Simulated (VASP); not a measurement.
# ZrB (Fm-3m) in VASP: notebook, part 2 of 2

VASP 6.6.1.

### Step 4. Relaxation of cell and atoms, PBE, target pressure 20 GPa, at which the enthalpy is minimised

Contents of INCAR:

```
SYSTEM = ZrB
PREC = Accurate
ENCUT = 600
EDIFF = 1E-7
ISMEAR = -1
SIGMA = 0.1
LREAL = .FALSE.
LASPH = .TRUE.
NELM = 80
ALGO = Normal
ISIF = 3
LWAVE = .FALSE.
LCHARG = .FALSE.
GGA = PE
IBRION = 2
NSW = 60
EDIFFG = -0.03
PSTRESS = 200.0
```

Contents of KPOINTS:

```
Automatic mesh
0
G
  9 9 9
  0 0 0
```

Contents of POSCAR:

```
ZrB
1.0
    0.0000000000      2.4550000000      2.4550000000
    2.4550000000      0.0000000000      2.4550000000
    2.4550000000      2.4550000000      0.0000000000
Zr B
1 1
Direct
    0.0000000000      0.0000000000      0.0000000000
    0.5000000000      0.5000000000      0.5000000000
```

Potentials or basis: VASP PAW PBE potentials, release 64 (Zr_sv, B).

Command:

```console
> cat potpaw_PBE.64/Zr_sv/POTCAR potpaw_PBE.64/B/POTCAR > POTCAR
> mpirun -np 1 vasp_std > vasp.out
```

OUTCAR:

```text
SYSTEM = ZrB
   PREC = Accurate
   ENCUT = 600
   EDIFF = 1E-7
   ISMEAR = -1
   LREAL = .FALSE.
   LASPH = .TRUE.
   NELM = 80
   ISIF = 3
   GGA = PE
   IBRION = 2
   NSW = 60
   EDIFFG = -0.03
   PSTRESS = 200.0

 ion  position               nearest neighbor table
   1  0.000  0.000  0.000-   2 2.46   2 2.46   2 2.46   2 2.46   2 2.46   2 2.46
   2  0.500  0.500  0.500-   1 2.46   1 2.46   1 2.46   1 2.46   1 2.46   1 2.46

  LATTYP: Found a face centered cubic cell.
 ALAT       =     4.9100000000

  Lattice vectors:

 A1 = (   0.0000000000,   2.4550000000,   2.4550000000)
 A2 = (   2.4550000000,   0.0000000000,   2.4550000000)
 A3 = (   2.4550000000,   2.4550000000,   0.0000000000)

Analysis of symmetry for initial positions (statically):
=====================================================================
 Subroutine PRICEL returns:
 Original cell was already a primitive cell.

 Routine SETGRP: Setting up the symmetry group for a
 face centered cubic supercell.

 Subroutine GETGRP returns: Found 48 space group operations
 (whereof 48 operations were pure point group operations)
 out of a pool of 48 trial point group operations.

The static configuration has the point symmetry O_h .

Analysis of symmetry for dynamics (positions and initial velocities):
=====================================================================
 Subroutine PRICEL returns:
 Original cell was already a primitive cell.

 Routine SETGRP: Setting up the symmetry group for a
 face centered cubic supercell.

 Subroutine GETGRP returns: Found 48 space group operations
 (whereof 48 operations were pure point group operations)
 out of a pool of 48 trial point group operations.

The dynamic configuration has the point symmetry O_h .

 Subroutine INISYM returns: Found 48 space group operations
 (whereof 48 operations are pure point group operations),
[... 119 lines left out ...]
  Thomas-Fermi vector in A             =   2.436179
   LORBIT       =      0    0 simple, 1 ext, 2 COOP (PROOUT), +10 PAW based schemes
   GGA     = PE    functional components
   LHFCALC =     F    Hartree Fock is set to
   AEXX    =    0.0000 exact exchange contribution
   IVDW    =     0    specifies the selected vdW correction
   LEPSILON=     F    determine dielectric tensor
   LRPA    =     F    only Hartree local field effects (RPA)
 conjugate gradient relaxation of ions
 non-spin polarized calculation
  energy-cutoff  :      600.00
  volume of cell :       29.59
 maximum number of plane-waves:      1002
   NGX = 13   NGY = 13   NGZ = 13

--------------------------------------- Ionic step        1  -------------------------------------------

 number of electron      15.0000000 magnetization

 Free energy of the ion-electron system (eV)
  ---------------------------------------------------
  ext. energy  EPLUGINS =         0.00000000
  ---------------------------------------------------
  free energy    TOTEN  =       -16.02546797 eV

  energy without entropy =      -15.98749391  energy(sigma->0) =      -16.00648094

------------------------ aborting loop because EDIFF is reached ----------------------------------------

  FORCE on cell =-STRESS in cart. coord.  units (eV):
  Direction    XX          YY          ZZ          XY          YZ          ZX
  --------------------------------------------------------------------------------------
  -------------------------------------------------------------------------------------
  Total       -0.0728489     -0.0728489     -0.0728489      0.0000000      0.0000000     -0.0000000
  in kB       -3.9441095     -3.9441095     -3.9441095      0.0000000      0.0000000     -0.0000000
  external PRESSURE =    -203.9441095 kB  Pullay stress =     200.0000000 kB
[... 25 lines left out ...]
--------------------------------------- Ionic step        2  -------------------------------------------

 number of electron      15.0000000 magnetization

 E-fermi :  10.4248     XC(G=0): -12.8201

 val. band max:       10.3803032474   @ k =  -0.4444   0.3333   0.1111
 cond. band min:      10.4462127165   @ k =   0.2222   0.0000   0.0000
 fundamental gap:      0.0659094690
 Fermi energy:        10.4248070953

 k-point     1 :       0.0000    0.0000    0.0000
  band No.  band energies     occupation
      1     -35.9290      2.00000
      2     -13.5353      2.00000
      3     -13.5353      2.00000
      4     -13.5353      2.00000
      5       1.9101      2.00000
      6      12.3837      0.00000
      7      12.3837      0.00000
      8      12.3837      0.00000
      9      14.4852      0.00000
     10      14.5057      0.00000
     11      14.5057      0.00000
[... 397 lines left out ...]
--------------------------------------- Ionic step        4  -------------------------------------------

 number of electron      15.0000000 magnetization

 Free energy of the ion-electron system (eV)
  ---------------------------------------------------
  ext. energy  EPLUGINS =         0.00000000
  ---------------------------------------------------
  free energy    TOTEN  =       -15.86374177 eV

  energy without entropy =      -15.82919772  energy(sigma->0) =      -15.84646975

 E-fermi :   8.4269     XC(G=0): -11.9395

 val. band max:        8.3269263143   @ k =   0.3333   0.1111   0.0000
 cond. band min:       8.4962416190   @ k =   0.4444   0.2222   0.0000
 fundamental gap:      0.1693153048
 Fermi energy:         8.4268858114

 k-point     1 :       0.0000    0.0000    0.0000
  band No.  band energies     occupation
      1     -38.6210      2.00000
      2     -16.4026      2.00000
      3     -16.4026      2.00000
      4     -16.4026      2.00000
      5       0.1764      2.00000
      6      10.2758      0.00000
      7      10.2758      0.00000
      8      10.2758      0.00000
      9      11.9025      0.00000
     10      11.9025      0.00000
     11      12.0819      0.00000
[... 355 lines left out ...]
  energy  without entropy=      -15.8291977213  energy(sigma->0) =      -15.84646975

  enthalpy is  TOTEN    =       -12.5342110377 eV   P V=        3.3295307358

 reached required accuracy - stopping structural energy minimisation
```

CONTCAR:

```text
ZrB
   1.00000000000000
     0.0000000000000000    2.3714348970271066    2.3714348970271066
     2.3714348970271066   -0.0000000000000000    2.3714348970271066
     2.3714348970271066    2.3714348970271066   -0.0000000000000000
  Zr              B
     1     1
Direct
     0.0000000000000000    1.0000000000000000    1.0000000000000000
     0.5000000000000000    0.5000000000000000    0.5000000000000000

  0.00000000E+00  0.00000000E+00  0.00000000E+00
  0.00000000E+00  0.00000000E+00  0.00000000E+00
```

Run time: 43 s. Hardware: 1 thread of Intel Xeon Platinum 8488C (Sapphire Rapids), shared host; peak memory 0.17 GiB.

What came out:

- Free energy: -15.8637 eV
- Relaxed volume: 13.34 Å³/atom
- Relaxed cell: a = 3.354 Å, b = 3.354 Å, c = 3.354 Å, α = 60.00°, β = 60.00°, γ = 60.00°
- Space group after relaxing (to 0.05 Å): Fm-3m (No. 225)
- Energy change on relaxing (the enthalpy is what falls): +80.9 meV/atom
- Ionic steps: 4
- Pressure after relaxing: 19.8 GPa

The path:
```tsv
step	energy change (eV)	largest force (eV/Å)	pressure (GPa)	volume (Å³)
1	0.0000	0.0000	-0.39	29.59
2	1.4086	0.0000	77.00	22.24
3	0.1438	0.0000	18.49	26.82
4	0.1617	0.0000	19.79	26.67
```

Final structure:
```xyz
2
Lattice="0.0000 2.3714 2.3714 2.3714 0.0000 2.3714 2.3714 2.3714 0.0000" Properties=species:S:1:pos:R:3 pbc="T T T"
Zr    4.7429    2.3714    2.3714
B     2.3714    2.3714    2.3714
```

Levels at points of the mesh, in eV from the Fermi level:
| k point | band 5 | band 6 | band 7 | band 8 | band 9 | band 10 | band 11 |
| --- | --- | --- | --- | --- | --- | --- | --- |
| (0.00, 0.00, 0.00) | -8.25 | 1.85 | 1.85 | 1.85 | 3.48 | 3.48 | 3.66 |

Caveat: the cell is relaxed towards a set pressure, so the enthalpy falls and the energy may rise.

### Step 5. Summary

| cell | gap on the mesh (eV) | pressure (GPa) |
| --- | --- | --- |
| relaxed | none | 0.0 |
| relaxed to 10 GPa | none | 9.8 |
| relaxed to 20 GPa | none | 19.8 |

Alike in all rows: task relaxation of cell and atoms; level PBE; potentials or basis VASP PAW PBE potentials, release 64 (Zr_sv, B); no spin polarisation; k mesh 9 × 9 × 9; cutoff (eV) 600; smearing fermi-dirac 0.1 eV.

Caveats: the cell is relaxed towards a set pressure, so the enthalpy falls and the energy may rise (some runs).

Absolute energies hang on the potentials; compare differences alone.
